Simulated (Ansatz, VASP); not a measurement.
Co in VASP and in Ansatz

```xyz
2
Lattice="2.4686 0.0000 0.0000 -1.2343 2.1379 0.0000 0.0000 0.0000 4.0910" Properties=species:S:1:pos:R:3 pbc="T T T"
Co    0.0000    1.4253    1.0228
Co    1.2343    0.7126    3.0682
```

Change from the starting cell: equal xx and yy strain of -2 %.

Alike in both runs: task single point; functional PBEsol; k mesh 19 × 19 × 10; occupations fermi-dirac, width 0.05 eV; collinear spin.

```csv
,VASP,Ansatz
version,VASP 6.6.1,Ansatz 0.2.0
potentials or method,"VASP PAW PBE potentials, release 64 (Co), cutoff 520 eV","all-electron LAPW, scalar-relativistic"
```

```csv
,VASP,Ansatz,Ansatz less VASP
pressure (GPa),-9.5,-8.8,+0.69
"traceless stress, the component that is largest in VASP (GPa)",-4.94,-4.99,-0.058
net moment per atom (μB),1.60,1.61,+0.010
size of the moment on the site where the two differ most (μB),1.61,1.66,+0.046
```

VASP's potentials were made for PBE, not for PBEsol. Site moments also hang on the region over which each program counts them. Ansatz ran all-electron here, and VASP with PAW potentials.
